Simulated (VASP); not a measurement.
A run of VASP 6.6.1:

The input INCAR:

```
SYSTEM = Tb
PREC = Accurate
ENCUT = 520
EDIFF = 1E-8
ISMEAR = -1
SIGMA = 0.05
LREAL = .False.
LASPH = .True.
NELM = 150
ALGO = Normal
ISIF = 2
LWAVE = .False.
LCHARG = .False.
ISPIN = 2
MAGMOM = 6 6
LORBIT = 11
LMAXMIX = 6
GGA = PE
LEFG = .True.
NBANDS = 30
```

The input KPOINTS:

```
regular mesh
0
Gamma
  13 13 7
  0 0 0
```

POSCAR

```
Tb
1.0
    3.6010010916      0.0000000000      0.0000000000
   -1.8005005458      3.1185584244      0.0000000000
    0.0000000000      0.0000000000      5.6936000000
Tb
2
Direct
    0.3333333333      0.6666666667      0.2500000000
    0.6666666667      0.3333333333      0.7500000000
```

Potentials or basis: VASP PAW PBE potentials, release 64 (Tb).

The run is started by

```sh
$ cat potpaw_PBE.64/Tb/POTCAR > POTCAR
$ mpirun -np 1 vasp_std > vasp.out
```

Hardware: 1 thread of Intel(R) Xeon(R) Platinum 8259CL CPU @ 2.50GHz (Skylake/Cascade Lake) (shared host).

Q: How long does it take, and how much memory?

A: Wall time 40 min on 1 thread of Intel(R) Xeon(R) Platinum 8259CL CPU @ 2.50GHz (Skylake/Cascade Lake), on a shared host, peak memory 0.39 GiB. Counts: scf iterations 75, k points 84.
